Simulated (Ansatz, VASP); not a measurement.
**InSb in VASP and in Ansatz**

```
In Sb
1.0
     0.00000    3.14193    3.19051
     3.14193    0.00000    3.19051
     3.14193    3.14193    0.00000
In Sb
1 1
Direct
  0.00000 0.00000 0.00000
  0.75000 0.75000 0.75000
```

Change from the starting cell: strain -0.030 along x and y, -0.015 along z, atoms carried along.

Alike in both runs: task single point; functional PBE; k mesh 12 × 12 × 12; occupations gaussian, width 0.15 eV; no spin polarisation.

|  | VASP | Ansatz |
| --- | --- | --- |
| version | VASP 6.6.1 | Ansatz 0.2.0 |
| potentials or method | VASP PAW PBE potentials, release 64 (In_d, Sb), cutoff 520 eV | scalar-relativistic, plane waves, PAW |
| valence electrons in the cell | 18 | 28 |

VASP gave:

```
gap on the k mesh at the Fermi level (eV)                     : 0.23
least direct gap on the mesh (eV)                             : 0.23
pressure (GPa)                                                : 7.7
traceless stress, the component that is largest in VASP (GPa) : -0.25
```

Task: Which values does Ansatz return?

Result: gap on the k mesh at the Fermi level (eV): 0.22; least direct gap on the mesh (eV): 0.22; pressure (GPa): 7.8; traceless stress, the component that is largest in VASP (GPa): -0.25.

The functional is the same, so the differences come from potentials, cutoffs and numerics. VASP's potentials hold 18 valence electrons a cell and Ansatz's 28, so a difference there can come from the potentials and not from the codes.

Spin-orbit coupling is off throughout.
